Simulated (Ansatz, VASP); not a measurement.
## One calculation of AlNi, two programs

```
Al Ni
1.0
     2.93337    0.00000    0.00000
     0.00000    2.93337    0.00000
     0.00000    0.00000    2.93337
Al Ni
1 1
Direct
  0.00000 0.00000 0.98008
  0.50000 0.50000 0.50916
```

Change from the starting cell: mode 6 frozen in at -0.057 Å, equal normal strain along x, y and z +0.0250.

Alike in both runs: task single point; functional PBEsol; k mesh 16 × 16 × 16; occupations gaussian, width 0.15 eV; no spin polarisation.

|  | VASP | Ansatz |
| --- | --- | --- |
| version | VASP 6.6.1 | Ansatz 0.2.0 |
| potentials or method | VASP PAW PBE potentials, release 64 (Al, Ni), cutoff 520 eV | scalar-relativistic, plane waves, PAW |
| valence electrons in the cell | 13 | 21 |

|  | VASP | Ansatz | Ansatz less VASP |
| --- | --- | --- | --- |
| gap on the k mesh at the Fermi level (eV) | none | none | - |
| pressure (GPa) | -10.6 | -10.5 | +0.09 |
| traceless stress, the component that is largest in VASP (GPa) | -0.15 | -0.15 | +0.001 |
| rms of the force components (eV/Å) | 0.226 | 0.224 | -0.0018 |

VASP's potentials were made for PBE, not for PBEsol, and Ansatz warns of the same on its side. Atom by atom the forces differ by 0.002 eV/Å (rms over components). A gap of «none» marks a metal or a gap that the smearing closes. The functional is the same, so the differences come from potentials, cutoffs and numerics. VASP's potentials hold 13 valence electrons a cell and Ansatz's 21, so a difference there can come from the potentials and not from the codes.
